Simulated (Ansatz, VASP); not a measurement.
# Cu in VASP and in Ansatz

The input INCAR:

```
SYSTEM = Cu
PREC = Accurate ; ENCUT = 520
EDIFF = 1E-7 ; ISMEAR = 0
SIGMA = 0.15 ; LREAL = .FALSE.
LASPH = .TRUE. ; NELM = 60
ALGO = Fast ; ISIF = 2
LWAVE = .FALSE. ; LCHARG = .FALSE.
GGA = PE ; IVDW = 12
NBANDS = 12
```

Contents of KPOINTS:

```
Automatic mesh
0
G
  25 3 6
  0 0 0
```

Contents of POSCAR:

```
Cu
1.0
    0.0000000000     -2.2922571009      0.0000000000
   -6.9738504666      0.0000000000    -21.7433430167
   10.4066463485      0.0000000000     -3.6238885773
Cu
1
Direct
    0.5000000000      0.4166666667      0.5000000000
```

Input for Ansatz:

```yaml
crystal:
  lattice:
    - [0.0, -2.2922571009, 0.0]
    - [-6.9738504666, 0.0, -21.7433430167]
    - [10.4066463485, 0.0, -3.6238885773]
  atoms:
    - { symbol: Cu, position: [0.5, 0.4166666667, 0.5] }
basis:
  ecutwfc: 420
kpoints:
  mp_grid: { grid: [25, 3, 6] }
hamiltonian:
  xc: pbe
  dispersion: d3bj
scf:
  occupations: { method: gaussian, width: 0.15 }
output:
  forces: true
  stress: true
  eigenvalues: true
```

Alike in both runs: task single point; functional PBE; dispersion D3(BJ); k mesh 25 × 3 × 6; occupations gaussian, width 0.15 eV; no spin polarisation.

|  | VASP | Ansatz |
| --- | --- | --- |
| version | VASP 6.6.1 | Ansatz 0.2.0 |
| potentials or method | VASP PAW PBE potentials, release 64 (Cu), cutoff 520 eV | scalar-relativistic, plane waves, PAW |
| valence electrons in the cell | 11 | 19 |

|  | VASP | Ansatz | Ansatz less VASP |
| --- | --- | --- | --- |
| gap on the k mesh at the Fermi level (eV) | none | none | - |
| pressure (GPa) | 0.0 | 0.0 | 0.00 |

A gap of «none» marks a metal or a gap that the smearing closes. VASP's potentials hold 11 valence electrons a cell and Ansatz's 19, so a difference there can come from the potentials and not from the codes.
